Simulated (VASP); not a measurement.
Input of a VASP 6.6.1 run:

File INCAR:

```
  ALGO = Fast
  EDIFF = 1E-6
  ENCUT = 520
  GGA = RP
  ISIF = 2
  ISMEAR = -1
  IVDW = 13
  LASPH = True
  LCHARG = False
  LREAL = False
  LWAVE = False
  NBANDS = 9
  NELM = 80
  PREC = Accurate
  SIGMA = 0.05
```

Contents of KPOINTS:

```
k-points
0
Gamma
  10 10 5
```

File POSCAR:

```
Mg
1.0
    3.2093000000      0.0000000000      0.0000000000
   -1.6046500000      2.7793353284      0.0000000000
    0.0000000000      0.0000000000      5.2103000000
Mg
2
Direct
    0.6666666667      0.3333333333      0.7500000000
    0.3333333333      0.6666666667      0.2500000000
```

Potentials or basis: VASP PAW PBE potentials, release 64 (Mg).

The run is started by

```bash
$ cat potpaw_PBE.64/Mg/POTCAR > POTCAR
$ mpirun -np 1 vasp_std > vasp.out
```

Estimate the band gap on the k mesh.

zero (band 2 reaches 3.32 eV, above the bottom of band 3 at 1.46 eV).

What does it give for the pressure?

15.0 GPa.

Predict the dispersion energy per atom.

-0.316 eV.

Stress tensor (GPa, compression positive):
```
14.76  0.00  0.00
 0.00 14.76  0.00
 0.00  0.00 15.48
```

Caveat: the PAW data sets were made with another functional, which shifts forces and pressure a little; pairwise dispersion overbinds metals, which lowers pressure and volume.
